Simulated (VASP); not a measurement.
# Sb (Pm-3n) in VASP: single point with revPBE

Aim: the single point of Sb with revPBE.

Everything below comes from runs of VASP 6.6.1. Logs are shortened: lines on timing, memory, paths and dates and some standing lists are left out, and cuts for length are marked.

## Step 1: The cell of the first run

The structure is cubic, space group Pm-3n (No. 223). Conventional cell: a = 6.110 Å, b = 6.110 Å, c = 6.110 Å, α = 90.00°, β = 90.00°, γ = 90.00°. Sb (site symmetry m-3) has 12 Sb at 3.42 Å within 4.5 Å. Within 4.0 Å of Sb (site symmetry -4m2) lie 14 Sb at 3.05 to 3.74 Å.

## Step 2: Single point, revPBE

Input file INCAR:

```
PREC = Accurate
ENCUT = 520
EDIFF = 1E-7
ISMEAR = -1
SIGMA = 0.1
LREAL = F
LASPH = T
NELM = 100
ALGO = Normal
ISIF = 2
LWAVE = F
LCHARG = F
GGA = RE
NBANDS = 30
```

Input file KPOINTS:

```
Automatic mesh
0
Gamma
  6 6 6
```

Input file POSCAR:

```
Sb
1.0
    6.1096641991      0.0000000000      0.0000000000
    0.0000000000      6.1096641991      0.0000000000
    0.0000000000      0.0000000000      6.1096641991
Sb
8
Direct
    0.0000000000      1.0000000000      1.0000000000
    0.5000000000      0.5000000000      0.5000000000
    0.2500000000      0.0000000000      0.5000000000
    0.7500000000      0.0000000000      0.5000000000
    0.5000000000      0.2500000000      0.0000000000
    0.5000000000      0.7500000000      1.0000000000
    1.0000000000      0.5000000000      0.2500000000
    1.0000000000      0.5000000000      0.7500000000
```

Potentials or basis: VASP PAW PBE potentials, release 64 (Sb).

On the command line:

```bash
> cat potpaw_PBE.64/Sb/POTCAR > POTCAR
> mpirun -np 1 vasp_std > vasp.out
```

OUTCAR:

```text
PREC = Accurate
   ENCUT = 520
   EDIFF = 1E-7
   ISMEAR = -1
   LREAL = F
   LASPH = T
   NELM = 100
   ISIF = 2
   GGA = RE

 ion  position               nearest neighbor table
   1  0.000  0.000  0.000-   3 3.42   4 3.42   5 3.42   6 3.42   7 3.42   8 3.42   3 3.42   4 3.42
                             7 3.42   8 3.42   5 3.42   6 3.42
   2  0.500  0.500  0.500-   3 3.42   4 3.42   5 3.42   6 3.42   7 3.42   8 3.42   5 3.42   6 3.42
                             3 3.42   4 3.42   7 3.42   8 3.42
   3  0.250  0.000  0.500-   4 3.05   4 3.05   1 3.42   1 3.42   2 3.42   2 3.42   8 3.74   5 3.74
                             5 3.74   6 3.74   6 3.74   7 3.74   8 3.74   7 3.74
   4  0.750  0.000  0.500-   3 3.05   3 3.05   1 3.42   1 3.42   2 3.42   2 3.42   8 3.74   5 3.74
                             5 3.74   6 3.74   6 3.74   7 3.74   8 3.74   7 3.74
   5  0.500  0.250  0.000-   6 3.05   6 3.05   1 3.42   2 3.42   2 3.42   1 3.42   8 3.74   4 3.74
                             3 3.74   4 3.74   3 3.74   7 3.74   7 3.74   8 3.74
   6  0.500  0.750  0.000-   5 3.05   5 3.05   1 3.42   2 3.42   2 3.42   1 3.42   8 3.74   4 3.74
                             3 3.74   4 3.74   3 3.74   7 3.74   7 3.74   8 3.74
   7  0.000  0.500  0.250-   8 3.05   8 3.05   1 3.42   2 3.42   1 3.42   2 3.42   3 3.74   4 3.74
                             5 3.74   3 3.74   4 3.74   6 3.74   5 3.74   6 3.74
   8  0.000  0.500  0.750-   7 3.05   7 3.05   1 3.42   2 3.42   1 3.42   2 3.42   3 3.74   4 3.74
                             5 3.74   3 3.74   4 3.74   6 3.74   5 3.74   6 3.74

  LATTYP: Found a simple cubic cell.
 ALAT       =     6.1096641991

  Lattice vectors:

 A1 = (   6.1096641991,   0.0000000000,   0.0000000000)
 A2 = (   0.0000000000,   6.1096641991,   0.0000000000)
 A3 = (   0.0000000000,   0.0000000000,   6.1096641991)

Analysis of symmetry for initial positions (statically):
=====================================================================
 Subroutine PRICEL returns:
 Original cell was already a primitive cell.

 Routine SETGRP: Setting up the symmetry group for a
 simple cubic supercell.

 Subroutine GETGRP returns: Found 48 space group operations
 (whereof 24 operations were pure point group operations)
 out of a pool of 48 trial point group operations.

The static configuration has the point symmetry T_h .
 The point group associated with its full space group is O_h .

Analysis of symmetry for dynamics (positions and initial velocities):
=====================================================================
 Subroutine PRICEL returns:
 Original cell was already a primitive cell.

 Routine SETGRP: Setting up the symmetry group for a
 simple cubic supercell.

 Subroutine GETGRP returns: Found 48 space group operations
 (whereof 24 operations were pure point group operations)
 out of a pool of 48 trial point group operations.

The dynamic configuration has the point symmetry T_h .
 The point group associated with its full space group is O_h .

 Subroutine INISYM returns: Found 48 space group operations
 (whereof 24 operations are pure point group operations),
 and found     1 'primitive' translations

----------------------------------------------------------------------------------------

                                     Primitive cell

  volume of cell :     228.0615

  direct lattice vectors                    reciprocal lattice vectors
     6.109664199  0.000000000  0.000000000     0.163675117  0.000000000  0.000000000
     0.000000000  6.109664199  0.000000000     0.000000000  0.163675117  0.000000000
     0.000000000  0.000000000  6.109664199     0.000000000  0.000000000  0.163675117

  length of vectors
     6.109664199  6.109664199  6.109664199     0.163675117  0.163675117  0.163675117

  position of ions in fractional coordinates (direct lattice)
     0.000000000  0.000000000  0.000000000
     0.500000000  0.500000000  0.500000000
     0.250000000  0.000000000  0.500000000
     0.750000000  0.000000000  0.500000000
     0.500000000  0.250000000  0.000000000
     0.500000000  0.750000000  0.000000000
     0.000000000  0.500000000  0.250000000
     0.000000000  0.500000000  0.750000000

  ion indices of the primitive-cell ions
   primitive index   ion index
                 1           1
                 2           2
                 3           3
                 4           4
                 5           5
                 6           6
                 7           7
                 8           8

----------------------------------------------------------------------------------------

 KPOINTS: Automatic mesh

Automatic generation of k-mesh.
 Grid dimensions read from file:
 generate k-points for:    6    6    6

 Generating k-lattice:

  Cartesian coordinates                     Fractional coordinates (reciprocal lattice)
     0.027279186  0.000000000  0.000000000     0.166666667  0.000000000  0.000000000
     0.000000000  0.027279186  0.000000000     0.000000000  0.166666667  0.000000000
     0.000000000  0.000000000  0.027279186     0.000000000  0.000000000  0.166666667

  Length of vectors
     0.027279186  0.027279186  0.027279186

  Shift w.r.t. Gamma in fractional coordinates (k-lattice)
     0.000000000  0.000000000  0.000000000

 Subroutine IBZKPT returns following result:
 ===========================================

 Found     20 irreducible k-points:

 Following reciprocal coordinates:
            Coordinates               Weight
  0.000000  0.000000  0.000000      1.000000
  0.166667  0.000000  0.000000      6.000000
  0.333333  0.000000  0.000000      6.000000
  0.500000  0.000000  0.000000      3.000000
  0.166667  0.166667  0.000000     12.000000
  0.333333  0.166667  0.000000     24.000000
[... 12 lines left out ...]
  0.500000  0.500000  0.333333      6.000000
  0.500000  0.500000  0.500000      1.000000
   k-points           NKPTS =     20   k-points in BZ     NKDIM =     20   number of bands    NBANDS=     30
   number of dos      NEDOS =    301   number of ions     NIONS =      8
   total plane-waves  NPLWV = 110592
   dimension x,y,z NGX =    48 NGY =   48 NGZ =   48
   dimension x,y,z NGXF=    96 NGYF=   96 NGZF=   96
   ions per type =               8
   NGX,Y,Z   is equivalent  to a cutoff of  13.06, 13.06, 13.06 a.u.
   NGXF,Y,Z  is equivalent  to a cutoff of  26.12, 26.12, 26.12 a.u.
 SYSTEM =  unknown system
   PREC   = accura    normal or accurate (medium, high low for compatibility)
   ISTART =      0    job   : 0-new  1-cont  2-samecut
   ICHARG =      2    charge: 1-file 2-atom 10-const
   ISPIN  =      1    spin polarized calculation?
   LNONCOLLINEAR =      F non collinear calculations
   LSORBIT =      F    spin-orbit coupling
   LASPH  =      T    aspherical Exc in radial PAW
   ENCUT  =  520.0 eV  38.22 Ry    6.18 a.u.  11.36 11.36 11.36*2*pi/ulx,y,z
   NELM   =    100;   NELMIN=  2; NELMDL= -5     # of ELM steps
   EDIFF  = 0.1E-06   stopping-criterion for ELM
   LREAL  =      F    real-space projection
   EDIFFG = 0.1E-05   stopping-criterion for IOM
   NSW    =      0    number of steps for IOM
   IBRION =     -1    ionic relax: 0-MD 1-quasi-New 2-CG
   NFREE  =      0    steps in history (QN), initial steepest desc. (CG)
   ISIF   =      2    stress and relaxation
   ISYM   =      2    0-nonsym 1-usesym 2-fastsym
   POTIM  = 0.5000    time-step for ionic-motion
   TEBEG  =    0.0;   TEEND  =   0.0 temperature during run
   PSTRESS=    0.0 pullay stress
   NELECT =      40.0000    total number of electrons
   NUPDOWN=      -1.0000    fix difference up-down
   EMIN   =  10.00;   EMAX   =-10.00  energy-range for DOS
   EFERMI =   0.00;   METHOD = LEGACY
   ISMEAR =    -1;   SIGMA  =   0.10  broadening in eV -4-tet -1-fermi 0-gaus
   EFERMI_NEDOS =   21; number of points for ismear=-14 and -15
   IALGO  =     38    algorithm
   IMIX   =      4    mixing-type and parameters
     AMIX     =   0.40;   BMIX     =  1.00
     AMIX_MAG =   1.60;   BMIX_MAG =  1.00
  volume/ion in A,a.u.               =      28.51       192.38
  Fermi-wavevector in a.u.,A,eV,Ry     =   0.916384  1.731715 11.425623  0.839760
  Thomas-Fermi vector in A             =   2.041233
   LORBIT       =      0    0 simple, 1 ext, 2 COOP (PROOUT), +10 PAW based schemes
   GGA     = RE    functional components
   LHFCALC =     F    Hartree Fock is set to
   AEXX    =    0.0000 exact exchange contribution
   IVDW    =     0    specifies the selected vdW correction
   LEPSILON=     F    determine dielectric tensor
   LRPA    =     F    only Hartree local field effects (RPA)
 non-spin polarized calculation
  energy-cutoff  :      520.00
  volume of cell :      228.06
 maximum number of plane-waves:      6187
 NGX is ok and might be reduce to    48
   NGX = 23   NGY = 23   NGZ = 23

 number of electron      39.9999995 magnetization

 Free energy of the ion-electron system (eV)
  ---------------------------------------------------
  ext. energy  EPLUGINS =         0.00000000
  ---------------------------------------------------
  free energy    TOTEN  =       -27.56489404 eV

  energy without entropy =      -27.35351332  energy(sigma->0) =      -27.45920368

 E-fermi :   7.9045     XC(G=0):  -9.9481

 val. band max:        7.9039753354   @ k =   0.5000   0.1667   0.1667
 cond. band min:       7.9473714785   @ k =   0.1667   0.1667   0.0000
 fundamental gap:      0.0433961431
 Fermi energy:         7.9044977298

 k-point     1 :       0.0000    0.0000    0.0000
  band No.  band energies     occupation
      1      -4.6675      2.00000
      2      -1.8642      2.00000
      3      -1.8642      2.00000
      4      -1.5648      2.00000
      5      -0.0970      2.00000
      6      -0.0970      2.00000
[... 22 lines left out ...]
     29      10.8883      0.00000
     30      12.9701      0.00000

 k-point     2 :       0.1667    0.0000    0.0000
  band No.  band energies     occupation
      1      -4.5592      2.00000
      2      -2.2393      2.00000
      3      -1.7740      2.00000
      4      -1.5723      2.00000
      5      -0.0501      2.00000
      6      -0.0501      2.00000
[... 586 lines left out ...]
 k-point    20 :       0.5000    0.5000    0.5000
  band No.  band energies     occupation
      1      -1.8731      2.00000
      2      -1.8731      2.00000
      3      -1.8731      2.00000
      4      -1.8731      2.00000
      5      -1.8731      2.00000
      6      -1.8731      2.00000
[... 22 lines left out ...]
     29       8.5550      0.00299
     30       8.5550      0.00299

------------------------ aborting loop because EDIFF is reached ----------------------------------------

  FORCE on cell =-STRESS in cart. coord.  units (eV):
  Direction    XX          YY          ZZ          XY          YZ          ZX
  --------------------------------------------------------------------------------------
  -------------------------------------------------------------------------------------
  Total       -0.4125887     -0.4125887     -0.4125887      0.0000000      0.0000000      0.0000000
  in kB       -2.8985170     -2.8985170     -2.8985170      0.0000000      0.0000000      0.0000000
  external PRESSURE =      -2.8985170 kB  Pullay stress =       0.0000000 kB

 VOLUME and BASIS-vectors are now :
 -----------------------------------------------------------------------------
  energy-cutoff  :      520.00
  volume of cell :      228.06
      direct lattice vectors                 reciprocal lattice vectors
     6.109664199  0.000000000  0.000000000     0.163675117  0.000000000  0.000000000
     0.000000000  6.109664199  0.000000000     0.000000000  0.163675117  0.000000000
     0.000000000  0.000000000  6.109664199     0.000000000  0.000000000  0.163675117

 POSITION                                       TOTAL-FORCE (eV/Angst)
 -----------------------------------------------------------------------------------
      0.00000      0.00000      0.00000        -0.000000      0.000000     -0.000000
      3.05483      3.05483      3.05483        -0.000000      0.000000     -0.000000
      1.52742      0.00000      3.05483         0.000000     -0.000000      0.000000
      4.58225      0.00000      3.05483        -0.000000      0.000000     -0.000000
      3.05483      1.52742      0.00000        -0.000000      0.000000     -0.000000
      3.05483      4.58225      0.00000         0.000000     -0.000000      0.000000
      0.00000      3.05483      1.52742        -0.000000     -0.000000      0.000000
      0.00000      3.05483      4.58225         0.000000     -0.000000     -0.000000
 -----------------------------------------------------------------------------------
    total drift:                               -0.000000     -0.000000      0.000000

  FREE ENERGIE OF THE ION-ELECTRON SYSTEM (eV)
  ---------------------------------------------------
  free  energy   TOTEN  =       -27.5648940404 eV

  energy  without entropy=      -27.3535133152  energy(sigma->0) =      -27.45920368
```

Run time: 2.6 min. Hardware: 1 thread of Intel Xeon 8259CL, shared host; peak memory 0.36 GiB.

What came out:

```yaml
Free_energy: -27.5649 eV
Pressure: -0.3 GPa
Band_gap_on_the_k_mesh: zero (bands 20 and 21 overlap by 0.51 eV)
```

Levels at points of the mesh, in eV from the Fermi level:
```tsv
k point	band 16	band 17	band 18	band 19	band 20	band 21	band 22	band 23	band 24	band 25
(0.00, 0.00, 0.00)	-2.83	-2.22	-1.56	-1.56	-1.56	0.76	0.76	0.76	1.17	1.17
(0.50, 0.00, 0.00)	-2.10	-1.24	-1.24	-0.69	-0.69	0.24	0.24	1.04	1.04	1.30
(0.50, 0.50, 0.00)	-1.49	-1.24	-1.24	-0.55	-0.25	0.29	0.53	1.14	1.14	1.50
(0.50, 0.50, 0.50)	-1.50	0.05	0.05	0.05	0.05	0.05	0.05	0.11	0.11	0.11
```

Caveat: the PAW data sets were made with another functional, which shifts forces and pressure a little; spin-orbit coupling is left out, which moves the levels of the heavy elements.
